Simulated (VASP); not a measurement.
# WS2 in VASP: notebook

WS2 is run at these levels: PBEsol; tasks: single point.

All numbers are computed with VASP 6.6.1; they aren't measurements. Logs are shortened: lines on timing, memory, paths and dates and some standing lists are left out, and cuts for length are marked.

### 1 The cell of the first run

The cell holds a slab with vacuum, 6 atoms: a = 3.360 Å, b = 3.360 Å, c = 22.316 Å, α = 90.00°, β = 90.00°, γ = 120.00°.

### 2 Single point, PBEsol (36.37 Å³/atom)

INCAR

```
PREC = Accurate
ENCUT = 520
EDIFF = 1E-6
ISMEAR = 0
SIGMA = 0.05
LREAL = F
LASPH = T
NELM = 80
ALGO = Normal
ISIF = 2
LWAVE = F
LCHARG = F
GGA = PS
NBANDS = 35
```

KPOINTS

```
regular mesh
0
Gamma
  12 12 2
```

POSCAR

```
WS2
1.0
    3.3602119535      0.0000000000      0.0000000000
   -1.6801059767      2.9100289138      0.0000000000
    0.0000000000      0.0000000000     22.3155036043
W S
2 4
Direct
    0.3333333333      0.6666666667      0.6345659624
    0.6666666667      0.3333333333      0.3654340376
    0.3333333333      0.6666666667      0.2989660749
    0.6666666667      0.3333333333      0.5680485953
    0.3333333333      0.6666666667      0.4319514047
    0.6666666667      0.3333333333      0.7010339251
```

Potentials or basis: VASP PAW PBE potentials, release 64 (W_sv, S).

Started as:

```console
$ cat potpaw_PBE.64/W_sv/POTCAR potpaw_PBE.64/S/POTCAR > POTCAR
$ mpirun -np 1 vasp_std > vasp.out
```

OUTCAR:

```text
PREC = Accurate
   ENCUT = 520
   EDIFF = 1E-6
   ISMEAR = 0
   LREAL = F
   LASPH = T
   NELM = 80
   ISIF = 2
   GGA = PS

 ion  position               nearest neighbor table
   1  0.333  0.667  0.635-   6 2.44   6 2.44   6 2.44   4 2.44   4 2.44   4 2.44
   2  0.667  0.333  0.365-   3 2.44   3 2.44   3 2.44   5 2.44   5 2.44   5 2.44
   3  0.333  0.667  0.299-   2 2.44   2 2.44   2 2.44
   4  0.667  0.333  0.568-   1 2.44   1 2.44   1 2.44
   5  0.333  0.667  0.432-   2 2.44   2 2.44   2 2.44
   6  0.667  0.333  0.701-   1 2.44   1 2.44   1 2.44

  LATTYP: Found a hexagonal cell.
 ALAT       =     3.3602119535
 C/A-ratio  =     6.6411000000

  Lattice vectors:

 A1 = (   3.3602119535,   0.0000000000,   0.0000000000)
 A2 = (  -1.6801059767,   2.9100289138,   0.0000000000)
 A3 = (   0.0000000000,   0.0000000000,  22.3155036043)

Analysis of symmetry for initial positions (statically):
=====================================================================
 Subroutine PRICEL returns:
 Original cell was already a primitive cell.

 Routine SETGRP: Setting up the symmetry group for a
 hexagonal supercell.

 Subroutine GETGRP returns: Found 12 space group operations
 (whereof 12 operations were pure point group operations)
 out of a pool of 24 trial point group operations.

The static configuration has the point symmetry D_3d.

Analysis of symmetry for dynamics (positions and initial velocities):
=====================================================================
 Subroutine PRICEL returns:
 Original cell was already a primitive cell.

 Routine SETGRP: Setting up the symmetry group for a
 hexagonal supercell.

 Subroutine GETGRP returns: Found 12 space group operations
 (whereof 12 operations were pure point group operations)
 out of a pool of 24 trial point group operations.

The dynamic configuration has the point symmetry D_3d.

 Subroutine INISYM returns: Found 12 space group operations
 (whereof 12 operations are pure point group operations),
 and found     1 'primitive' translations

----------------------------------------------------------------------------------------

                                     Primitive cell

  volume of cell :     218.2080

  direct lattice vectors                    reciprocal lattice vectors
     3.360211953  0.000000000  0.000000000     0.297600275  0.171819599  0.000000000
    -1.680105977  2.910028914  0.000000000     0.000000000  0.343639197  0.000000000
     0.000000000  0.000000000 22.315503604     0.000000000  0.000000000  0.044811895

  length of vectors
     3.360211953  3.360211953 22.315503604     0.343639197  0.343639197  0.044811895

  position of ions in fractional coordinates (direct lattice)
     0.333333333  0.666666667  0.634565962
     0.666666667  0.333333333  0.365434038
     0.333333333  0.666666667  0.298966075
     0.666666667  0.333333333  0.568048595
     0.333333333  0.666666667  0.431951405
     0.666666667  0.333333333  0.701033925

  ion indices of the primitive-cell ions
   primitive index   ion index
                 1           1
                 2           2
                 3           3
                 4           4
                 5           5
                 6           6

----------------------------------------------------------------------------------------

 KPOINTS: regular mesh

Automatic generation of k-mesh.
 Grid dimensions read from file:
 generate k-points for:   12   12    2

 Generating k-lattice:

  Cartesian coordinates                     Fractional coordinates (reciprocal lattice)
     0.024800023  0.014318300  0.000000000     0.083333333  0.000000000  0.000000000
     0.000000000  0.028636600  0.000000000     0.000000000  0.083333333  0.000000000
     0.000000000  0.000000000  0.022405947     0.000000000  0.000000000  0.500000000

  Length of vectors
     0.028636600  0.028636600  0.022405947

  Shift w.r.t. Gamma in fractional coordinates (k-lattice)
     0.000000000  0.000000000  0.000000000

 Subroutine IBZKPT returns following result:
 ===========================================

 Found     38 irreducible k-points:

 Following reciprocal coordinates:
            Coordinates               Weight
  0.000000  0.000000  0.000000      1.000000
  0.083333  0.000000  0.000000      6.000000
  0.166667  0.000000  0.000000      6.000000
  0.250000  0.000000  0.000000      6.000000
  0.333333  0.000000  0.000000      6.000000
  0.416667  0.000000  0.000000      6.000000
[... 16 lines left out ...]
  0.250000  0.000000  0.500000      6.000000
  0.333333  0.000000  0.500000      6.000000
 [... further k-points ...]
   k-points           NKPTS =     38   k-points in BZ     NKDIM =     38   number of bands    NBANDS=     35
   number of dos      NEDOS =    301   number of ions     NIONS =      6
   total plane-waves  NPLWV = 131712
   dimension x,y,z NGX =    28 NGY =   28 NGZ =  168
   dimension x,y,z NGXF=    56 NGYF=   56 NGZF=  336
   ions per type =               2   4
   NGX,Y,Z   is equivalent  to a cutoff of  13.85, 13.85, 12.52 a.u.
   NGXF,Y,Z  is equivalent  to a cutoff of  27.71, 27.71, 25.03 a.u.
 SYSTEM =  unknown system
   PREC   = accura    normal or accurate (medium, high low for compatibility)
   ISTART =      0    job   : 0-new  1-cont  2-samecut
   ICHARG =      2    charge: 1-file 2-atom 10-const
   ISPIN  =      1    spin polarized calculation?
   LNONCOLLINEAR =      F non collinear calculations
   LSORBIT =      F    spin-orbit coupling
   LASPH  =      T    aspherical Exc in radial PAW
   ENCUT  =  520.0 eV  38.22 Ry    6.18 a.u.   6.25  6.25 41.49*2*pi/ulx,y,z
   NELM   =     80;   NELMIN=  2; NELMDL= -5     # of ELM steps
   EDIFF  = 0.1E-05   stopping-criterion for ELM
   LREAL  =      F    real-space projection
   EDIFFG = 0.1E-04   stopping-criterion for IOM
   NSW    =      0    number of steps for IOM
   IBRION =     -1    ionic relax: 0-MD 1-quasi-New 2-CG
   NFREE  =      0    steps in history (QN), initial steepest desc. (CG)
   ISIF   =      2    stress and relaxation
   ISYM   =      2    0-nonsym 1-usesym 2-fastsym
   POTIM  = 0.5000    time-step for ionic-motion
   TEBEG  =    0.0;   TEEND  =   0.0 temperature during run
   PSTRESS=    0.0 pullay stress
   NELECT =      52.0000    total number of electrons
   NUPDOWN=      -1.0000    fix difference up-down
   EMIN   =  10.00;   EMAX   =-10.00  energy-range for DOS
   EFERMI =   0.00;   METHOD = LEGACY
   ISMEAR =     0;   SIGMA  =   0.05  broadening in eV -4-tet -1-fermi 0-gaus
   EFERMI_NEDOS =   21; number of points for ismear=-14 and -15
   IALGO  =     38    algorithm
   IMIX   =      4    mixing-type and parameters
     AMIX     =   0.40;   BMIX     =  1.00
     AMIX_MAG =   1.60;   BMIX_MAG =  1.00
  volume/ion in A,a.u.               =      36.37       245.42
  Fermi-wavevector in a.u.,A,eV,Ry     =   1.014968  1.918012 14.016181  1.030160
  Thomas-Fermi vector in A             =   2.148227
   LORBIT       =      0    0 simple, 1 ext, 2 COOP (PROOUT), +10 PAW based schemes
   GGA     = PS    functional components
   LHFCALC =     F    Hartree Fock is set to
   AEXX    =    0.0000 exact exchange contribution
   IVDW    =     0    specifies the selected vdW correction
   LEPSILON=     F    determine dielectric tensor
   LRPA    =     F    only Hartree local field effects (RPA)
 non-spin polarized calculation
 Gauss-broadening in eV      SIGMA  =   0.05
  energy-cutoff  :      520.00
  volume of cell :      218.21
 maximum number of plane-waves:      5938
 NGX is ok and might be reduce to    28
   NGX = 13   NGY = 13   NGZ = 83

 number of electron      52.0000000 magnetization

 Free energy of the ion-electron system (eV)
  ---------------------------------------------------
  ext. energy  EPLUGINS =         0.00000000
  ---------------------------------------------------
  free energy    TOTEN  =       -49.71297226 eV

  energy without entropy =      -49.71278734  energy(sigma->0) =      -49.71287980

 E-fermi :   1.2234     XC(G=0):  -6.1094

 val. band max:        1.1760293460   @ k =   0.0000   0.0000   0.0000
 cond. band min:       1.2942635995   @ k =   0.3333   0.3333   0.0000
 fundamental gap:      0.1182342536
 Fermi energy:         1.2234011189

 k-point     1 :       0.0000    0.0000    0.0000
  band No.  band energies     occupation
      1     -73.8763      2.00000
      2     -73.8763      2.00000
      3     -38.0204      2.00000
      4     -38.0204      2.00000
      5     -38.0204      2.00000
      6     -38.0204      2.00000
[... 27 lines left out ...]
     34       3.2690      0.00000
     35       4.5296      0.00000

 k-point     2 :       0.0833    0.0000    0.0000
  band No.  band energies     occupation
      1     -73.8758      2.00000
      2     -73.8758      2.00000
      3     -38.0335      2.00000
      4     -38.0335      2.00000
      5     -38.0235      2.00000
      6     -38.0235      2.00000
[... 27 lines left out ...]
     34       3.1743      0.00000
     35       4.9947      0.00000

 k-point     3 :       0.1667    0.0000    0.0000
  band No.  band energies     occupation
      1     -73.8744      2.00000
      2     -73.8744      2.00000
      3     -38.0689      2.00000
      4     -38.0689      2.00000
      5     -38.0319      2.00000
      6     -38.0319      2.00000
[... 27 lines left out ...]
     34       3.5112      0.00000
     35       5.9825      0.00000
[... 723 lines left out ...]
 k-point    23 :       0.2500    0.0000    0.5000
  band No.  band energies     occupation
      1     -73.8725      2.00000
      2     -73.8725      2.00000
      3     -38.1169      2.00000
      4     -38.1169      2.00000
      5     -38.0433      2.00000
      6     -38.0433      2.00000
[... 27 lines left out ...]
     34       4.0859      0.00000
     35       6.7279      0.00000

 k-point    24 :       0.3333    0.0000    0.5000
  band No.  band energies     occupation
      1     -73.8706      2.00000
      2     -73.8706      2.00000
      3     -38.1644      2.00000
      4     -38.1644      2.00000
      5     -38.0546      2.00000
      6     -38.0546      2.00000
[... 27 lines left out ...]
     34       4.5654      0.00000
     35       6.3410      0.00000

 [... further k-points ...]

------------------------ aborting loop because EDIFF is reached ----------------------------------------

  FORCE on cell =-STRESS in cart. coord.  units (eV):
  Direction    XX          YY          ZZ          XY          YZ          ZX
  --------------------------------------------------------------------------------------
  -------------------------------------------------------------------------------------
  Total      -11.3607442    -11.3607442      1.6782618     -0.0000000      0.0000000     -0.0000000
  in kB      -83.4154882    -83.4154882     12.3225225     -0.0000000      0.0000000     -0.0000000
  external PRESSURE =     -51.5028180 kB  Pullay stress =       0.0000000 kB

 VOLUME and BASIS-vectors are now :
 -----------------------------------------------------------------------------
  energy-cutoff  :      520.00
  volume of cell :      218.21
      direct lattice vectors                 reciprocal lattice vectors
     3.360211953  0.000000000  0.000000000     0.297600275  0.171819599  0.000000000
    -1.680105977  2.910028914  0.000000000     0.000000000  0.343639197  0.000000000
     0.000000000  0.000000000 22.315503604     0.000000000  0.000000000  0.044811895

 POSITION                                       TOTAL-FORCE (eV/Angst)
 -----------------------------------------------------------------------------------
     -0.00000      1.94002     14.16066         0.000000      0.000000      0.010502
      1.68011      0.97001      8.15484         0.000000     -0.000000     -0.010502
     -0.00000      1.94002      6.67158        -0.000000     -0.000000     -0.263325
      1.68011      0.97001     12.67629        -0.000000     -0.000000     -0.228010
     -0.00000      1.94002      9.63921        -0.000000      0.000000      0.228010
      1.68011      0.97001     15.64393        -0.000000      0.000000      0.263325
 -----------------------------------------------------------------------------------
    total drift:                                0.000000      0.000000      0.000000

  FREE ENERGIE OF THE ION-ELECTRON SYSTEM (eV)
  ---------------------------------------------------
  free  energy   TOTEN  =       -49.7129722618 eV

  energy  without entropy=      -49.7127873355  energy(sigma->0) =      -49.71287980
```

Wall time 4.4 min (1 thread of Intel Xeon 6975P-C (Granite Rapids), shared host); peak memory 0.48 GiB.

What came out:

* Free energy: -49.7130 eV
* Largest force: 0.263 eV/Å
* Band gap on the k mesh: 0.12 eV (least direct gap 1.16 eV)

Forces in eV/Å, atoms in the order of the input:
```
W    0.000  0.000  0.011
W    0.000  0.000 -0.011
S    0.000  0.000 -0.263
S    0.000  0.000 -0.228
S    0.000  0.000  0.228
S    0.000  0.000  0.263
```

Caveat: there is no dipole correction, which matters where the two faces differ; the PAW data sets were made with another functional, which shifts forces and pressure a little; spin-orbit coupling is left out, which moves the levels of the heavy elements.

### 3 Single point, PBEsol (36.37 Å³/atom)

INCAR

```
SYSTEM = WS2
PREC = Accurate ; ENCUT = 520
EDIFF = 1E-6 ; ISMEAR = 0
SIGMA = 0.05 ; LREAL = .False.
LASPH = .True. ; NELM = 80
ALGO = Normal ; ISIF = 2
LWAVE = .False. ; LCHARG = .False.
GGA = PS ; NBANDS = 35
```

KPOINTS

```
Automatic mesh
0
Gamma
  12 12 2
  0 0 0
```

Changes to POSCAR since step 2:

```diff
@@ -2,5 +2,5 @@
 1.0
-    3.3602119535      0.0000000000      0.0000000000
-   -1.6801059767      2.9100289138      0.0000000000
-    0.0000000000      0.0000000000     22.3155036043
+    3.2278261097      0.0000000000      0.0000000000
+   -1.6139130548      2.7953794100      0.0000000000
+    0.0000000000      0.0000000000     24.1835346046
 W S
```

Potentials or basis: VASP PAW PBE potentials, release 64 (W_sv, S).

Started as:

```console
$ cat potpaw_PBE.64/W_sv/POTCAR potpaw_PBE.64/S/POTCAR > POTCAR
$ mpirun -np 1 vasp_std > vasp.out
```

It took 3.1 min on 1 thread of Intel Xeon 6975P-C (Granite Rapids), shared host; peak memory 0.45 GiB.

It converged, with:

| Property | Result |
| --- | --- |
| Free energy | -50.2213 eV |
| Largest force | 1.255 eV/Å |
| Band gap on the k mesh | 1.50 eV (least direct gap 1.72 eV) |

Forces on the atoms (eV/Å):
```
W    0.000  0.000 -0.001
W    0.000  0.000  0.001
S    0.000  0.000  1.255
S    0.000  0.000  1.239
S    0.000  0.000 -1.239
S    0.000  0.000 -1.255
```

Levels at points of the mesh, in eV from the valence-band top:
```tsv
k point	band 22	band 23	band 24	band 25	band 26	band 27	band 28	band 29	band 30	band 31
(0.00, 0.00, 0.00)	-1.73	-1.71	-1.71	-0.47	0.00	2.51	2.51	2.52	2.52	2.57
(0.50, 0.00, 0.00)	-2.33	-1.47	-1.41	-1.16	-1.11	2.46	2.47	2.82	2.91	3.45
(0.00, 0.00, 0.50)	-1.73	-1.71	-1.71	-0.47	0.00	2.51	2.51	2.52	2.52	2.57
(0.50, 0.00, 0.50)	-2.33	-1.47	-1.41	-1.16	-1.11	2.46	2.47	2.82	2.91	3.45
```

Caveat: there is no dipole correction, which matters where the two faces differ; the PAW data sets were made with another functional, which shifts forces and pressure a little; spin-orbit coupling is left out, which moves the levels of the heavy elements.

[end of part 1 of 2]
